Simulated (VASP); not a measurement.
**Al8H: single point with PBE**

System: Al8H, a slab with vacuum.

```xyz
18
Lattice="5.7135 0.0000 0.0000 0.0000 8.0801 0.0000 0.0000 0.0000 22.2433" Properties=species:S:1:pos:R:3 pbc="T T T"
Al    1.4284    2.0200    4.0000
Al    1.4284    6.0601    4.0000
Al    4.2851    2.0200    4.0000
Al    4.2851    6.0601    4.0000
Al    0.0000    0.0000    5.4284
Al    0.0000    4.0401    5.4284
Al    2.8568    0.0000    5.4284
Al    2.8568    4.0401    5.4284
Al    1.4284    2.0200    6.9012
Al    1.4284    6.0601    6.9012
Al    4.2851    2.0200    6.9012
Al    4.2851    6.0601    6.9012
Al    0.0000    0.0000    8.2433
Al    0.0000    4.0401    8.2433
Al    2.8568    0.0000    8.2433
Al    2.8568    4.0401    8.2433
H     4.2851   -0.3750    9.6533
H     4.2851    0.3750    9.6533
```

* Program: VASP 6.6.1
* Task: single point
* Functional: PBE
* Potentials or basis: VASP PAW PBE potentials, release 64 (Al, H)
* Cutoff: 520 eV
* k mesh: 5 × 4 × 1
* Occupations: gaussian, width 0.1 eV
* Spin: no spin polarisation

| Property | Result |
| --- | --- |
| Largest force | 1.491 eV/Å |
| Band gap on the k mesh | zero (bands 25 and 26 overlap by 0.73 eV) |

Forces on the atoms (eV/Å):
```
Al   0.000  0.024  0.120
Al   0.000 -0.024  0.120
Al   0.000 -0.039  0.201
Al   0.000  0.039  0.201
Al   0.243  0.000 -0.288
Al   0.102  0.000 -0.183
Al  -0.243  0.000 -0.288
Al  -0.102  0.000 -0.183
Al   0.000 -0.032 -0.155
Al   0.000  0.032 -0.155
Al   0.000 -0.218  0.190
Al   0.000  0.218  0.190
Al   1.142  0.000 -0.891
Al   0.020  0.000  0.022
Al  -1.142  0.000 -0.891
Al  -0.020  0.000  0.022
H    0.000 -1.119  0.985
H    0.000  1.119  0.985
```

Levels at points of the mesh, in eV from the Fermi level:
```
           k point  band 22  band 23  band 24  band 25  band 26  band 27  band 28  band 29
(0.00, 0.00, 0.00)    -0.88    -0.86    -0.86    -0.51    -0.31     0.01     0.14     0.94
(0.00, 0.50, 0.00)    -0.91    -0.86    -0.85    -0.50    -0.17     0.25     0.26     0.55
```

It took 8.7 min on 1 thread of Intel(R) Xeon(R) 6975P-C (Granite Rapids) (shared host), peak memory 0.89 GiB.
